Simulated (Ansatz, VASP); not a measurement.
# Two plane-wave programs on WC

```
W C
1.0
     0.00014   -0.00010    2.84315
     2.92189   -0.00025    0.00012
    -0.00042    5.06710   -0.00011
W C
2 2
Direct
  0.00001 0.49999 0.49997
  0.00002 0.99996 0.99997
  0.49996 0.50006 0.16670
  0.50001 0.99998 0.66669
```

Change from the starting cell: cell x2, atoms moved at random (sigma 0.15 Å) and cell strained at random (1.5 %), then relaxed without symmetry.

Alike in both runs: functional PBE; k mesh 8 × 8 × 4; occupations gaussian, width 0.2 eV; no spin polarisation.

Ansatz relaxed the structure, and its values are those at the end. VASP's run is a single point on that final structure, the one shown.

```csv
,VASP,Ansatz
version,VASP 6.6.1,Ansatz 0.2.0
potentials or method,"VASP PAW PBE potentials, release 64 (W_sv, C), cutoff 520 eV","scalar-relativistic, plane waves, PAW"
valence electrons in the cell,36,36
```

```csv
,VASP,Ansatz,Ansatz less VASP
gap on the k mesh at the Fermi level (eV),none,none,-
pressure (GPa),1.1,0.1,-1.07
rms of the force components (eV/Å),0.005,0.005,+0.0001
```

A gap of «none» marks a metal or a gap that the smearing closes. The functional is the same, so the differences come from potentials, cutoffs and numerics.

Neither program's run includes spin-orbit coupling.
